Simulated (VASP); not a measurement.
Write the native input for VASP 6.6.1 that does the following.

```yaml
Task: single point
Functional: PBE
Potentials_or_basis: VASP PAW PBE potentials, release 64 (K_sv, Mg, F)
Cutoff: 520 eV
k_mesh: 6 × 6 × 6
Occupations: gaussian, width 0.05 eV
Spin: no spin polarisation
Dipole_correction: no
Further_INCAR_settings: ALGO = Normal; EDIFF = 1e-07; NBANDS = 24
```

The structure of KMgF3 lies in POSCAR:

```
KMgF3
1.0
    3.9859000000      0.0000000000      0.0000000000
    0.0000000000      3.9859000000      0.0000000000
    0.0000000000      0.0000000000      3.9859000000
K Mg F
1 1 3
Direct
    0.5000000000      0.5000000000      0.5000000000
    0.0000000000      0.0000000000      0.0000000000
    0.5000000000     -0.0665257641     -0.0665257641
    0.0000000000      0.4334742359     -0.0665257641
    0.0000000000     -0.0665257641      0.4334742359
```

This cell differs from its parent crystal: all F atoms moved +0.375 Å, as atom 3 towards its neighbour atom 1 (K) at 2.818 Å.

The input as run:

INCAR

```
ALGO = Normal
EDIFF = 1E-7
ENCUT = 520
GGA = PE
ISIF = 2
ISMEAR = 0
LASPH = True
LCHARG = True
LELF = True
LREAL = False
LVHAR = True
LWAVE = False
NBANDS = 24
NELM = 80
PREC = Accurate
SIGMA = 0.05
```

KPOINTS

```
k-points
0
Gamma
  6 6 6
```

Potentials or basis: VASP PAW PBE potentials, release 64 (K_sv, Mg, F).

Run with:

```bash
$ cat potpaw_PBE.64/K_sv/POTCAR potpaw_PBE.64/Mg/POTCAR potpaw_PBE.64/F/POTCAR > POTCAR
$ mpirun -np 1 vasp_std > vasp.out
```

It gave:

| Quantity | Value |
| --- | --- |
| Pressure | 10.4 GPa |
| Largest force | 3.768 eV/Å |
| Band gap on the k mesh | 7.23 eV, indirect (least direct gap 7.55 eV) |

Caveat: the cell differs from its parent crystal (all F atoms moved +0.375 Å, as atom 3 towards its neighbour atom 1 (K) at 2.818 Å); forces of over 1 eV/Å act on the atoms, so gaps and moduli don't describe the material at rest.

Wall time 86 s on 1 thread of Intel Xeon 6975P-C (shared host), peak memory 0.22 GiB.
